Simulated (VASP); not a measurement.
# W (Fmmm) in VASP: single point with PBE

Aim: the single point of W with PBE.

Everything below comes from runs of VASP 6.6.1. Logs are shortened: lines on timing, memory, paths and dates and some standing lists are left out, and cuts for length are marked.

## Step 1: The cell of the first run

The typed cell holds 2 atoms: a = 2.756 Å, b = 2.756 Å, c = 4.503 Å, α = 90.00°, β = 90.00°, γ = 109.35°.

## Step 2: Single point, PBE

File INCAR:

```
SYSTEM = W
ALGO = Fast ; EDIFF = 1E-7
ENCUT = 520 ; GGA = PE
ISIF = 2 ; ISMEAR = 0
LASPH = .TRUE. ; LCHARG = .FALSE.
LREAL = .FALSE. ; LWAVE = .FALSE.
NBANDS = 21 ; NELM = 60
PREC = Accurate ; SIGMA = 0.15
```

File KPOINTS:

```
k-points
0
G
  12 12 8
  0 0 0
```

File POSCAR:

```
W
1.0
    0.0000007056     -2.2486777810     -1.5937149335
   -0.0000009071      2.2486769760     -1.5937141285
    4.5028488090     -0.0000016127      0.0000002014
W
2
Direct
    0.5000014149      0.5000005583      0.5000000274
   -0.0000014149     -0.0000005583     -0.0000000274
```

Potentials or basis: VASP PAW PBE potentials, release 64 (W_sv).

Command:

```sh
cat potpaw_PBE.64/W_sv/POTCAR > POTCAR
mpirun -np 1 vasp_std > vasp.out
```

OUTCAR:

```text
SYSTEM = W
   EDIFF = 1E-7
   ENCUT = 520
   GGA = PE
   ISIF = 2
   ISMEAR = 0
   LASPH = .TRUE.
   LREAL = .FALSE.
   NELM = 60
   PREC = Accurate

 ion  position               nearest neighbor table
   1  0.500  0.500  0.500-   2 2.76   2 2.76   2 2.76   2 2.76   2 3.18   2 3.18   2 3.18   2 3.18

   2  1.000  1.000  1.000-   1 2.76   1 2.76   1 2.76   1 2.76   1 3.18   1 3.18   1 3.18   1 3.18

  LATTYP: Found a base centered orthorhombic cell.
 ALAT       =     3.1874290620
 B/A-ratio  =     1.4109662269
 C/A-ratio  =     1.4126898894

  Lattice vectors:

 A1 = (   0.0000007056,  -2.2486777810,  -1.5937149335)
 A2 = (  -0.0000009071,   2.2486769760,  -1.5937141285)
 A3 = (   4.5028488090,  -0.0000016127,   0.0000002014)

Analysis of symmetry for initial positions (statically):
=====================================================================
 Subroutine PRICEL returns following result:

  LATTYP: Found a face centered orthorhombic cell.
 ALAT       =     3.1874416409
 B/A-ratio  =     1.4109630759
 C/A-ratio  =     1.4126843144

  Lattice vectors:

 A1 = (  -2.2514233514,  -2.2486804246,  -0.0000067926)
 A2 = (  -2.2514242585,  -0.0000034486,  -1.5937209211)
 A3 = (   0.0000011991,  -2.2486854859,  -1.5937275124)

   2 primitive cells build up your supercell.

 Routine SETGRP: Setting up the symmetry group for a
 base centered orthorhombic supercell.

 Subroutine GETGRP returns: Found  8 space group operations
 (whereof  8 operations were pure point group operations)
 out of a pool of  8 trial point group operations.

The static configuration has the point symmetry D_2h.

Analysis of symmetry for dynamics (positions and initial velocities):
=====================================================================
 Subroutine PRICEL returns following result:

  LATTYP: Found a face centered orthorhombic cell.
 ALAT       =     3.1874416409
 B/A-ratio  =     1.4109630759
 C/A-ratio  =     1.4126843144

  Lattice vectors:

 A1 = (  -2.2514233514,  -2.2486804246,  -0.0000067926)
 A2 = (  -2.2514242585,  -0.0000034486,  -1.5937209211)
 A3 = (   0.0000011991,  -2.2486854859,  -1.5937275124)

   2 primitive cells build up your supercell.

 Routine SETGRP: Setting up the symmetry group for a
 base centered orthorhombic supercell.

 Subroutine GETGRP returns: Found  8 space group operations
 (whereof  8 operations were pure point group operations)
 out of a pool of  8 trial point group operations.

The dynamic configuration has the point symmetry D_2h.

 Subroutine INISYM returns: Found  8 space group operations
 (whereof  8 operations are pure point group operations),
 and found     2 'primitive' translations

----------------------------------------------------------------------------------------

                                     Primitive cell

  volume of cell :      16.1372

  direct lattice vectors                    reciprocal lattice vectors
    -2.251423351 -2.248680425 -0.000006793    -0.222081723 -0.222353585  0.313731808
    -2.251424258 -0.000003449 -1.593720921    -0.222081536  0.222353377 -0.313731848
     0.000001199 -2.248685486 -1.593727512     0.222081564 -0.222351510 -0.313730620

  length of vectors
     3.182054487  2.758415771  2.756184645     0.444059743  0.444059574  0.444057786

  position of ions in fractional coordinates (direct lattice)
     0.000000586  0.999999469  0.999998558

  ion indices of the primitive-cell ions
   primitive index   ion index
                 1           1

----------------------------------------------------------------------------------------

 KPOINTS: k-points

Automatic generation of k-mesh.
 Grid dimensions read from file:
 generate k-points for:   12   12    8

 Generating k-lattice:

  Cartesian coordinates                     Fractional coordinates (reciprocal lattice)
    -0.000000005 -0.018529406 -0.026144368     0.083333333  0.000000000 -0.000000000
     0.000000008  0.018529415 -0.026144377     0.000000000  0.083333333  0.000000000
     0.027760204  0.000000010 -0.000000002    -0.000000000  0.000000000  0.125000000

  Length of vectors
     0.032044763  0.032044777  0.027760204

  Shift w.r.t. Gamma in fractional coordinates (k-lattice)
     0.000000000  0.000000000  0.000000000

 Subroutine IBZKPT returns following result:
 ===========================================

 Found    215 irreducible k-points:

 Following reciprocal coordinates:
            Coordinates               Weight
  0.000000  0.000000  0.000000      1.000000
  0.083333  0.000000 -0.000000      4.000000
  0.166667  0.000000 -0.000000      4.000000
  0.250000  0.000000  0.000000      4.000000
  0.333333  0.000000 -0.000000      4.000000
  0.416667 -0.000000 -0.000000      4.000000
[... 16 lines left out ...]
  0.500000  0.166667  0.000000      4.000000
 -0.416667  0.166667  0.000000      4.000000
 [... further k-points ...]
   k-points           NKPTS =    215   k-points in BZ     NKDIM =    215   number of bands    NBANDS=     21
   number of dos      NEDOS =    301   number of ions     NIONS =      2
   total plane-waves  NPLWV =  14400
   dimension x,y,z NGX =    20 NGY =   20 NGZ =   36
   dimension x,y,z NGXF=    40 NGYF=   40 NGZF=   72
   ions per type =               2
   NGX,Y,Z   is equivalent  to a cutoff of  12.06, 12.06, 13.29 a.u.
   NGXF,Y,Z  is equivalent  to a cutoff of  24.13, 24.13, 26.58 a.u.
 SYSTEM =  W
   PREC   = accura    normal or accurate (medium, high low for compatibility)
   ISTART =      0    job   : 0-new  1-cont  2-samecut
   ICHARG =      2    charge: 1-file 2-atom 10-const
   ISPIN  =      1    spin polarized calculation?
   LNONCOLLINEAR =      F non collinear calculations
   LSORBIT =      F    spin-orbit coupling
   LASPH  =      T    aspherical Exc in radial PAW
   ENCUT  =  520.0 eV  38.22 Ry    6.18 a.u.   5.12  5.12  8.37*2*pi/ulx,y,z
   NELM   =     60;   NELMIN=  2; NELMDL= -5     # of ELM steps
   EDIFF  = 0.1E-06   stopping-criterion for ELM
   LREAL  =      F    real-space projection
   EDIFFG = 0.1E-05   stopping-criterion for IOM
   NSW    =      0    number of steps for IOM
   IBRION =     -1    ionic relax: 0-MD 1-quasi-New 2-CG
   NFREE  =      0    steps in history (QN), initial steepest desc. (CG)
   ISIF   =      2    stress and relaxation
   ISYM   =      2    0-nonsym 1-usesym 2-fastsym
   POTIM  = 0.5000    time-step for ionic-motion
   TEBEG  =    0.0;   TEEND  =   0.0 temperature during run
   PSTRESS=    0.0 pullay stress
   NELECT =      28.0000    total number of electrons
   NUPDOWN=      -1.0000    fix difference up-down
   EMIN   =  10.00;   EMAX   =-10.00  energy-range for DOS
   EFERMI =   0.00;   METHOD = LEGACY
   ISMEAR =     0;   SIGMA  =   0.15  broadening in eV -4-tet -1-fermi 0-gaus
   EFERMI_NEDOS =   21; number of points for ismear=-14 and -15
   IALGO  =     68    algorithm
   IMIX   =      4    mixing-type and parameters
     AMIX     =   0.40;   BMIX     =  1.00
     AMIX_MAG =   1.60;   BMIX_MAG =  1.00
  volume/ion in A,a.u.               =      16.14       108.90
  Fermi-wavevector in a.u.,A,eV,Ry     =   1.561382  2.950584 33.169829  2.437914
  Thomas-Fermi vector in A             =   2.664456
   LORBIT       =      0    0 simple, 1 ext, 2 COOP (PROOUT), +10 PAW based schemes
   GGA     = PE    functional components
   LHFCALC =     F    Hartree Fock is set to
   AEXX    =    0.0000 exact exchange contribution
   IVDW    =     0    specifies the selected vdW correction
   LEPSILON=     F    determine dielectric tensor
   LRPA    =     F    only Hartree local field effects (RPA)
 non-spin polarized calculation
 RMM-DIIS sequential band-by-band and
 Gauss-broadening in eV      SIGMA  =   0.15
  energy-cutoff  :      520.00
  volume of cell :       32.27
 maximum number of plane-waves:       894
   NGX = 11   NGY = 11   NGZ = 17

 number of electron      28.0000008 magnetization

 Free energy of the ion-electron system (eV)
  ---------------------------------------------------
  ext. energy  EPLUGINS =         0.00000000
  ---------------------------------------------------
  free energy    TOTEN  =       -25.91648484 eV

  energy without entropy =      -25.90684066  energy(sigma->0) =      -25.91166275

 E-fermi :  11.1532     XC(G=0): -13.5401

 val. band max:       11.1499834681   @ k =  -0.4167   0.3333   0.3750
 cond. band min:      11.1539553237   @ k =  -0.1667   0.1667   0.1250
 fundamental gap:      0.0039718556
 Fermi energy:        11.1532433915

 k-point     1 :       0.0000    0.0000    0.0000
  band No.  band energies     occupation
      1     -63.0214      2.00000
      2     -62.8979      2.00000
      3     -27.8272      2.00000
      4     -27.0045      2.00000
      5     -26.6167      2.00000
      6     -26.6087      2.00000
[... 13 lines left out ...]
     20      17.1689      0.00000
     21      22.6269      0.00000

 k-point     2 :       0.0833    0.0000   -0.0000
  band No.  band energies     occupation
      1     -63.0152      2.00000
      2     -62.8958      2.00000
      3     -27.8010      2.00000
      4     -27.0292      2.00000
      5     -26.6726      2.00000
      6     -26.6417      2.00000
[... 13 lines left out ...]
     20      17.5514      0.00000
     21      21.6178      0.00000

 k-point     3 :       0.1667    0.0000   -0.0000
  band No.  band energies     occupation
      1     -62.9978      2.00000
      2     -62.8905      2.00000
      3     -27.7251      2.00000
      4     -27.1187      2.00000
      5     -26.8543      2.00000
      6     -26.7062      2.00000
[... 13 lines left out ...]
     20      18.7244      0.00000
     21      20.7262      0.00000

 k-point     4 :       0.2500    0.0000    0.0000
  band No.  band energies     occupation
      1     -62.9725      2.00000
      2     -62.8848      2.00000
      3     -27.6073      2.00000
      4     -27.2778      2.00000
      5     -27.0983      2.00000
      6     -26.7478      2.00000
[... 13 lines left out ...]
     20      19.6781      0.00000
     21      20.3961      0.00000

 k-point     5 :       0.3333    0.0000   -0.0000
  band No.  band energies     occupation
      1     -62.9442      2.00000
      2     -62.8820      2.00000
      3     -27.4594      2.00000
      4     -27.4525      2.00000
      5     -27.3396      2.00000
      6     -26.8489      2.00000
[... 13 lines left out ...]
     20      19.1301      0.00000
     21      22.2322      0.00000

 k-point     6 :       0.4167   -0.0000   -0.0000
  band No.  band energies     occupation
      1     -62.9179      2.00000
      2     -62.8856      2.00000
      3     -27.5757      2.00000
      4     -27.5208      2.00000
      5     -27.2958      2.00000
      6     -26.9791      2.00000
[... 13 lines left out ...]
     20      19.7817      0.00000
     21      20.3714      0.00000

 k-point     7 :       0.5000    0.0000    0.0000
  band No.  band energies     occupation
      1     -62.8976      2.00000
      2     -62.8976      2.00000
      3     -27.6036      2.00000
      4     -27.6036      2.00000
      5     -27.1314      2.00000
      6     -27.1313      2.00000
[... 13 lines left out ...]
     20      18.0250      0.00000
     21      21.8903      0.00000
[... 291 lines left out ...]
      1     -62.9336      2.00000
      2     -62.8898      2.00000
      3     -27.3797      2.00000
      4     -27.2645      2.00000
      5     -27.1828      2.00000
      6     -27.0020      2.00000
[... 13 lines left out ...]
     20      18.0198      0.00000
     21      22.1831      0.00000

 k-point    21 :       0.3333    0.1667    0.0000
  band No.  band energies     occupation
      1     -62.9048      2.00000
      2     -62.8904      2.00000
      3     -27.4248      2.00000
      4     -27.3862      2.00000
      5     -27.2150      2.00000
      6     -27.0468      2.00000
[... 13 lines left out ...]
     20      18.2622      0.00000
     21      21.7491      0.00000

 k-point    22 :       0.4167    0.1667    0.0000
  band No.  band energies     occupation
      1     -62.8963      2.00000
      2     -62.8800      2.00000
      3     -27.5430      2.00000
      4     -27.5325      2.00000
      5     -27.1796      2.00000
      6     -27.0503      2.00000
[... 13 lines left out ...]
     20      19.6879      0.00000
     21      20.3665      0.00000

 k-point    23 :       0.5000    0.1667    0.0000
  band No.  band energies     occupation
      1     -62.9088      2.00000
      2     -62.8631      2.00000
      3     -27.5841      2.00000
      4     -27.5689      2.00000
      5     -27.3189      2.00000
      6     -26.9144      2.00000
[... 13 lines left out ...]
     20      18.5671      0.00000
     21      21.9604      0.00000

 k-point    24 :      -0.4167    0.1667    0.0000
  band No.  band energies     occupation
      1     -62.9276      2.00000
      2     -62.8555      2.00000
      3     -27.5319      2.00000
      4     -27.4903      2.00000
      5     -27.4557      2.00000
      6     -26.9154      2.00000
[... 13 lines left out ...]
     20      20.0904      0.00000
     21      21.4403      0.00000

 [... further k-points ...]
[... 5 lines left out ...]
  --------------------------------------------------------------------------------------
  -------------------------------------------------------------------------------------
  Total        0.1017286      0.1084351      0.1086383     -0.0000001      0.0000000      0.0000000
  in kB        5.0500861      5.3830129      5.3930996     -0.0000037      0.0000023      0.0000006
  external PRESSURE =       5.2753995 kB  Pullay stress =       0.0000000 kB

 VOLUME and BASIS-vectors are now :
 -----------------------------------------------------------------------------
  energy-cutoff  :      520.00
  volume of cell :       32.27
      direct lattice vectors                 reciprocal lattice vectors
     0.000000706 -2.248677781 -1.593714934    -0.000000066 -0.222352872 -0.313732416
    -0.000000907  2.248676976 -1.593714129     0.000000094  0.222352984 -0.313732528
     4.502848809 -0.000001613  0.000000201     0.222081629  0.000000080 -0.000000014

 POSITION                                       TOTAL-FORCE (eV/Angst)
 -----------------------------------------------------------------------------------
      2.25142     -0.00000     -1.59372         0.000000     -0.000000     -0.000000
      4.50285     -0.00000     -3.18743         0.000000      0.000000      0.000000
 -----------------------------------------------------------------------------------
    total drift:                                0.000000      0.000000     -0.000000

  FREE ENERGIE OF THE ION-ELECTRON SYSTEM (eV)
  ---------------------------------------------------
  free  energy   TOTEN  =       -25.9164848362 eV

  energy  without entropy=      -25.9068406589  energy(sigma->0) =      -25.91166275
```

It took 3.1 min on 1 thread of Intel Xeon 8259CL, shared host; peak memory 0.23 GiB.

Results:

```yaml
Free_energy: -25.9165 eV
Pressure: 0.5 GPa
Band_gap_on_the_k_mesh: zero (bands 14 and 15 overlap by 3.18 eV)
```

Caveat: spin-orbit coupling is left out, which moves the levels of the heavy elements.
